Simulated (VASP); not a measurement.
Runs of VASP 6.6.1 on TiO2. The structure is that of space group P4_2/mnm (No. 136), or close to it. The cells are those of the table. 

```csv
cell,gap on the mesh (eV),pressure (GPa),largest force (eV/Å)
"a = 4.721, b = 4.721, c = 2.780 Å, 6 atoms",1.96,5.4,0.14
"a = 4.321, b = 4.321, c = 3.319 Å, 6 atoms",1.90,-2.1,0.29
"a = 4.448, b = 4.448, c = 3.132 Å, 6 atoms",1.80,-2.1,0.07
"a = 4.654, b = 4.654, c = 2.860 Å, 6 atoms",1.92,2.7,(b)
"a = 4.847, b = 4.847, c = 2.637 Å, 6 atoms",1.54,11.6,(a)
```

Alike in all rows: task single point; level PBEsol; potentials or basis VASP PAW PBE potentials, release 64 (Ti_sv, O); no spin polarisation; k mesh 8 × 8 × 10; cutoff (eV) 520; smearing gaussian 0.05 eV.

Question: Fill in the values left out.

Answer: (a) 0.32; (b) 0.08.

Caveats: the PAW data sets were made with another functional, which shifts forces and pressure a little.

A k mesh can miss the band edges.
